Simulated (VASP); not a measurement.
A run of VASP 6.6.1 is set up as follows.

INCAR

```
SYSTEM = AlCo
PREC = Accurate ; ENCUT = 520
EDIFF = 1E-6 ; ISMEAR = 0
SIGMA = 0.1 ; LREAL = .False.
LASPH = .True. ; NELM = 60
ALGO = Normal ; ISIF = 2
LWAVE = .False. ; LCHARG = .False.
GGA = PS ; NBANDS = 13
```

File KPOINTS:

```
Automatic mesh
0
Gamma
  14 14 14
  0 0 0
```

Contents of POSCAR:

```
AlCo
1.0
    2.8325828058      0.0000000000      0.0000000000
    0.0000000000      2.8325828058      0.0000000000
    0.0000000000      0.0000000000      2.8325828058
Al Co
1 1
Direct
    0.0000000000      0.0000000000      0.0000000000
    0.5000000000      0.5000000000      0.5000000000
```

Potentials or basis: VASP PAW PBE potentials, release 64 (Al, Co).

The run is started by

```sh
$ cat potpaw_PBE.64/Al/POTCAR potpaw_PBE.64/Co/POTCAR > POTCAR
$ mpirun -np 1 vasp_std > vasp.out
```

Task: Predict the pressure.

Result: -1.9 GPa.

Task: Predict the band gap on the k mesh.

Result: Zero (band 6 reaches 13.06 eV, above the bottom of band 7 at 10.43 eV).

Caveat: the PAW data sets were made with another functional, which shifts forces and pressure a little. Spin polarisation is off, so any magnetic state and its effect on volume and gap are missing.
